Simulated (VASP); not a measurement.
A run of VASP 6.6.1 is set up as follows.

Contents of INCAR:

```
  ALGO = Fast
  EDIFF = 1E-6
  ENCUT = 520
  GGA = PE
  ISIF = 2
  ISMEAR = 0
  LASPH = T
  LCHARG = F
  LREAL = F
  LWAVE = F
  NBANDS = 18
  NELM = 100
  PREC = Accurate
  SIGMA = 0.1
```

Contents of KPOINTS:

```
k-points
0
Gamma
  12 12 12
```

POSCAR

```
RbHg
1.0
    4.9867825613      0.0000000000      0.0000000000
   -2.4933912807      4.3186803813      0.0000000000
    0.0000000000      0.0000000000      4.8246429110
Rb Hg
1 1
Direct
    0.6666666667      0.3333333333      0.5000000000
    0.3333333333      0.6666666667      0.0000000000
```

Potentials or basis: VASP PAW PBE potentials, release 64 (Rb_sv, Hg).

Launch:

```bash
$ cat potpaw_PBE.64/Rb_sv/POTCAR potpaw_PBE.64/Hg/POTCAR > POTCAR
$ mpirun -np 1 vasp_std > vasp.out
```

**Question.** Predict the pressure.

**Answer.** 0.0 GPa.
